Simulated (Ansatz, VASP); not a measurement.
One calculation of SiGe3, two programs

```
Si Ge
1.0
     3.92980    0.00000    0.00000
     0.00000    3.92980    0.00000
     0.00000    0.00000    5.53745
Si Ge
1 3
Cartesian
  0.0000 0.0000 0.0000
  0.0000 1.9649 1.3528
  1.9649 1.9649 2.7687
  1.9649 0.0000 4.1847
```

Alike in both runs: task single point; functional r2SCAN; k mesh 6 × 6 × 4; no spin polarisation.

|  | VASP | Ansatz |
| --- | --- | --- |
| version | VASP 6.6.1 | Ansatz 0.2.0 |
| potentials or method | VASP PAW PBE potentials, release 64 (Si, Ge_d) | plane waves, PAW |
| plane-wave cutoff (eV) | 520 | 500 |
| occupations | gaussian, width 0.01 eV | fixed |
| valence electrons in the cell | 46 | 46 |

```csv
,VASP,Ansatz,Ansatz less VASP
gap on the k mesh at the Fermi level (eV),0.66,0.67,+0.017
pressure (GPa),2.6,2.6,-0.06
rms of the force components (eV/Å),0.007,0.001,-0.0058
```

VASP's potentials were made for PBE, not for r2SCAN. Atom by atom the forces differ by 0.006 eV/Å (rms over components).
